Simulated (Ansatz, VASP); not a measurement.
**NaH in VASP and in Ansatz**

File INCAR:

```
SYSTEM = NaH
  PREC = Accurate
  ENCUT = 520
  EDIFF = 1E-6
  ISMEAR = -1
  SIGMA = 0.02
  LREAL = .FALSE.
  LASPH = .TRUE.
  NELM = 100
  ALGO = Normal
  ISIF = 2
  LWAVE = .FALSE.
  LCHARG = .FALSE.
  GGA = PE
  NBANDS = 16
```

KPOINTS

```
Automatic mesh
0
G
  12 12 6
  0 0 0
```

The input POSCAR:

```
NaH
1.0
    4.1315745458      0.0000000000      0.0000000000
   -2.0657872729      3.5780485143      0.0000000000
    0.0000000000      0.0000000000      4.7115122025
Na H
2 2
Direct
    0.3333333333      0.6666666667     -0.0625000000
    0.6666666667      0.3333333333      0.4375000000
    0.3333333333      0.6666666667      0.4375000000
    0.6666666667      0.3333333333      0.9375000000
```

Input for Ansatz:

```yaml
crystal:
  lattice:
    - [4.1315745458, 0.0, 0.0]
    - [-2.0657872729, 3.5780485143, 0.0]
    - [0.0, 0.0, 4.7115122025]
  atoms:
    - { symbol: Na, position: [0.3333333333, 0.6666666667, -0.0625] }
    - { symbol: Na, position: [0.6666666667, 0.3333333333, 0.4375] }
    - { symbol: H, position: [0.3333333333, 0.6666666667, 0.4375] }
    - { symbol: H, position: [0.6666666667, 0.3333333333, 0.9375] }
kpoints:
  mp_grid: { grid: [12, 12, 6] }
  band_path:
    path:
      - [0.0, 0.0, 0.0]
      - [0.5, 0.0, 0.0]
      - [0.3333333333, 0.3333333333, 0.0]
      - [0.0, 0.0, 0.5]
      - [0.5, 0.0, 0.5]
      - [0.3333333333, 0.3333333333, 0.5]
      - [0.3, 0.3, 0.0]
    npoints: 1
hamiltonian:
  xc: pbe
scf:
  occupations: { method: fermi_dirac, width: 0.02 }
  n_extra_bands: 5
output:
  forces: true
  stress: true
  eigenvalues: true
```

Change from the starting cell: epitaxial_xy strain +4.5%.

Alike in both runs: task single point; functional PBE; k mesh 12 × 12 × 6; occupations fermi-dirac, width 0.02 eV; no spin polarisation.

|  | VASP | Ansatz |
| --- | --- | --- |
| version | VASP 6.6.1 | Ansatz 0.2.0 |
| potentials or method | VASP PAW PBE potentials, release 64 (Na_pv, H) | plane waves, PAW |
| plane-wave cutoff (eV) | 520 | 420 |
| valence electrons in the cell | 16 | 20 |

VASP gave:

| Property | Result |
| --- | --- |
| gap on the k mesh at the Fermi level (eV) | 3.04 |
| pressure (GPa) | -0.6 |
| traceless stress, the component that is largest in VASP (GPa) | 0.95 |

Q: Which values does Ansatz return?

A: gap on the k mesh at the Fermi level (eV): 3.04; pressure (GPa): -0.6; traceless stress, the component that is largest in VASP (GPa): 0.93.

The functional is the same, so the differences come from potentials, cutoffs and numerics. VASP's potentials hold 16 valence electrons a cell and Ansatz's 20, so a difference there can come from the potentials and not from the codes.
